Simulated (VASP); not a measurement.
# Na2Li2ZrP2 (I4/mmm) in VASP: a series of runs, part 2 of 2

VASP 6.6.1. Earlier steps stand in the parts before.

## (3) Single point, PBE

This run uses another cell than the first one, of 31.71 Å³/atom.

Input file INCAR:

```
PREC = Accurate
ENCUT = 520
EDIFF = 1E-7
ISMEAR = 0
SIGMA = 0.2
LREAL = False
LASPH = True
NELM = 60
ALGO = Normal
ISIF = 2
LWAVE = False
LCHARG = False
GGA = PE
NBANDS = 30
```

Input file KPOINTS:

```
regular mesh
0
Gamma
  6 6 6
```

Input file POSCAR:

```
Na2Li2ZrP2
1.0
   -2.6805644857      2.6805644857      7.7231652241
    2.6805644857     -2.6805644857      7.7231652241
    2.6805644857      2.6805644857     -7.7231652241
Na Li Zr P
2 2 1 2
Direct
    0.3388298709      0.3388298709      0.0000000000
    0.6611701291      0.6611701291      0.0000000000
    0.0000000000      0.5000000000      0.5000000000
    0.5000000000      0.0000000000      0.5000000000
    0.0000000000      0.0000000000      0.0000000000
    0.1528300202      0.1528300202      0.0000000000
    0.8471699798      0.8471699798      0.0000000000
```

Potentials or basis: VASP PAW PBE potentials, release 64 (Na_pv, Li_sv, Zr_sv, P).

Command:

```bash
> cat potpaw_PBE.64/Na_pv/POTCAR potpaw_PBE.64/Li_sv/POTCAR potpaw_PBE.64/Zr_sv/POTCAR potpaw_PBE.64/P/POTCAR > POTCAR
> mpirun -np 1 vasp_std > vasp.out
```

OUTCAR:

```text
PREC = Accurate
   ENCUT = 520
   EDIFF = 1E-7
   ISMEAR = 0
   LREAL = False
   LASPH = True
   NELM = 60
   ISIF = 2
   GGA = PE

 ion  position               nearest neighbor table
   1  0.339  0.339  0.000-   6 2.87
   2  0.661  0.661  0.000-   7 2.87
   3  0.000  0.500  0.500-   5 2.68   5 2.68
   4  0.500  0.000  0.500-   5 2.68   5 2.68
   5  0.000  0.000  0.000-   6 2.36   7 2.36   3 2.68   4 2.68   3 2.68   4 2.68
   6  0.153  0.153  0.000-   5 2.36   1 2.87
   7  0.847  0.847  0.000-   5 2.36   2 2.87
[... 1001 lines left out ...]
  -------------------------------------------------------------------------------------
  Total        0.6755797      0.6755797     -0.1520324      0.0000000      0.0000000     -0.0000000
  in kB        4.8761753      4.8761753     -1.0973339      0.0000000      0.0000000     -0.0000000
  external PRESSURE =       2.8850056 kB  Pullay stress =       0.0000000 kB

 VOLUME and BASIS-vectors are now :
 -----------------------------------------------------------------------------
  energy-cutoff  :      520.00
  volume of cell :      221.98
      direct lattice vectors                 reciprocal lattice vectors
    -2.680564486  2.680564486  7.723165224     0.000000000  0.186527876  0.064740296
     2.680564486 -2.680564486  7.723165224     0.186527876  0.000000000  0.064740296
     2.680564486  2.680564486 -7.723165224     0.186527876  0.186527876  0.000000000

 POSITION                                       TOTAL-FORCE (eV/Angst)
 -----------------------------------------------------------------------------------
      0.00000      0.00000      5.23368         0.000000      0.000000     -0.018139
      0.00000      0.00000     10.21265        -0.000000     -0.000000      0.018139
      2.68056      0.00000      0.00000        -0.000000     -0.000000      0.000000
      0.00000      2.68056      0.00000        -0.000000     -0.000000      0.000000
      0.00000      0.00000      0.00000        -0.000000     -0.000000      0.000000
      0.00000      0.00000      2.36066         0.000000      0.000000      0.015031
      0.00000      0.00000     13.08567         0.000000      0.000000     -0.015031
 -----------------------------------------------------------------------------------
    total drift:                                0.000000      0.000000     -0.000000

  FREE ENERGIE OF THE ION-ELECTRON SYSTEM (eV)
  ---------------------------------------------------
  free  energy   TOTEN  =       -23.3536336562 eV

  energy  without entropy=      -23.2378550887  energy(sigma->0) =      -23.29574437
```

OSZICAR:

```text
N       E                     dE             d eps       ncg     rms          rms(c)
DAV:   1     0.366954574463E+03    0.36695E+03   -0.18950E+04  1816   0.131E+03
DAV:   2     0.162466867122E+02   -0.35071E+03   -0.33862E+03  1928   0.351E+02
DAV:   3    -0.207943507986E+02   -0.37041E+02   -0.36060E+02  2776   0.111E+02
DAV:   4    -0.255351982777E+02   -0.47408E+01   -0.46566E+01  3222   0.279E+01
DAV:   5    -0.259799439301E+02   -0.44475E+00   -0.44415E+00  2634   0.733E+00    0.141E+01
DAV:   6    -0.239569417186E+02    0.20230E+01   -0.14734E+01  2220   0.100E+01    0.682E+00
DAV:   7    -0.236674129356E+02    0.28953E+00   -0.84106E+00  2226   0.606E+00    0.513E+00
DAV:   8    -0.233588189099E+02    0.30859E+00   -0.11082E+00  2114   0.347E+00    0.146E+00
DAV:   9    -0.233542576455E+02    0.45613E-02   -0.19284E-01  2840   0.162E+00    0.101E+00
DAV:  10    -0.233520972527E+02    0.21604E-02   -0.22496E-02  2550   0.617E-01    0.532E-01
DAV:  11    -0.233535387853E+02   -0.14415E-02   -0.86142E-03  2130   0.522E-01    0.163E-01
DAV:  12    -0.233534431441E+02    0.95641E-04   -0.12498E-03  2738   0.134E-01    0.704E-02
DAV:  13    -0.233535907249E+02   -0.14758E-03   -0.35291E-04  2056   0.841E-02    0.360E-02
DAV:  14    -0.233536234470E+02   -0.32722E-04   -0.57868E-05  2632   0.308E-02    0.161E-02
DAV:  15    -0.233536321993E+02   -0.87523E-05   -0.14488E-05  2108   0.150E-02    0.283E-03
DAV:  16    -0.233536331722E+02   -0.97287E-06   -0.12093E-06  2324   0.467E-03    0.136E-03
DAV:  17    -0.233536336627E+02   -0.49051E-06   -0.66743E-07  1758   0.301E-03    0.405E-04
DAV:  18    -0.233536336562E+02    0.65038E-08   -0.43277E-08  1570   0.968E-04
   1 F= -.23353634E+02 E0= -.23295744E+02  d E =-.115779E+00
```

Wall time 12 min (1 thread of Oxide Virtual Turin-like, shared host); peak memory 0.65 GiB.

What came out:

* Free energy: -23.3536 eV
* Largest force: 0.018 eV/Å
* Band gap on the k mesh: zero (bands 21 and 22 overlap by 0.16 eV)

Forces in eV/Å, atoms in the order of the input:
```
Na   0.000  0.000 -0.018
Na   0.000  0.000  0.018
Li   0.000  0.000  0.000
Li   0.000  0.000  0.000
Zr   0.000  0.000  0.000
P    0.000  0.000  0.015
P    0.000  0.000 -0.015
```

Levels at points of the mesh, in eV from the Fermi level:
```
           k point  band 18  band 19  band 20  band 21  band 22  band 23  band 24  band 25
(0.00, 0.00, 0.00)    -1.22    -0.31    -0.31    -0.20     0.32     1.03     2.57     2.76
(0.50, 0.00, 0.00)    -1.08    -0.78    -0.29    -0.07     0.38     0.42     1.11     2.52
(0.50, 0.50, 0.00)    -1.32    -0.90    -0.80    -0.30    -0.08     0.41     2.23     2.26
(0.50, 0.50, 0.50)    -1.05    -0.60    -0.60    -0.46     0.30     1.03     1.60     2.79
```

Caveat: the cutoff is under 1.25 times the usual one of these potentials, so pressure, stress and relaxed cells hold a basis-set (Pulay) error.
